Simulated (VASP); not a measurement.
## Na2BrF: single point with r2SCAN

Crystal: Na2BrF.

```xyz
4
Lattice="1.8799 1.0853 6.1277 -1.8799 1.0853 6.1277 0.0000 -2.1707 6.1277" Properties=species:S:1:pos:R:3 pbc="T T T"
F     1.8799    1.0853    6.1277
Br    0.0000    0.0000    9.1916
Na    0.0000    0.0000    4.9145
Na    0.0000    0.0000   13.4686
```

```json
{"Program": "VASP 6.6.1", "Task": "single point", "Functional": "r2SCAN", "Potentials or basis": "VASP PAW PBE potentials, release 64 (F, Br, Na_pv)", "Cutoff": "520 eV", "k mesh": "4 × 4 × 4", "Occupations": "gaussian, width 0.01 eV", "Spin": "no spin polarisation", "Dipole correction": "no", "Further INCAR settings": "ALGO = Normal; EDIFF = 1e-06; NBANDS = 22"}
```

- Pressure: -0.2 GPa
- Largest force: 0.015 eV/Å
- Band gap on the k mesh: 3.83 eV

Forces on the atoms (eV/Å):
```
F    0.000  0.000  0.000
Br   0.000  0.000  0.000
Na   0.000  0.000  0.015
Na   0.000  0.000 -0.015
```

Levels at points of the mesh, in eV from the valence-band top:
```csv
k point,band 10,band 11,band 12,band 13,band 14,band 15,band 16,band 17,band 18,band 19
"(0.00, 0.00, 0.00)",-2.99,-2.99,-1.62,0.00,0.00,3.83,7.59,10.65,11.51,11.51
"(0.50, 0.00, 0.00)",-3.08,-2.99,-2.71,-1.60,-0.63,7.17,7.85,8.48,8.73,11.54
"(0.50, 0.50, 0.00)",-3.27,-3.09,-2.36,-1.41,-0.62,6.63,7.95,8.15,8.77,11.90
"(0.50, 0.50, 0.50)",-2.98,-2.98,-2.36,-0.01,-0.01,5.45,6.74,8.67,11.57,11.57
```

Wall time 2.3 min on 1 thread of Intel(R) Xeon(R) Platinum 8375C CPU @ 2.90GHz (Ice Lake), on a shared host, peak memory 0.36 GiB.

Caveat: the k points lie up to 0.49 Å⁻¹ apart; the PAW data sets were made with another functional, which shifts forces and pressure a little.
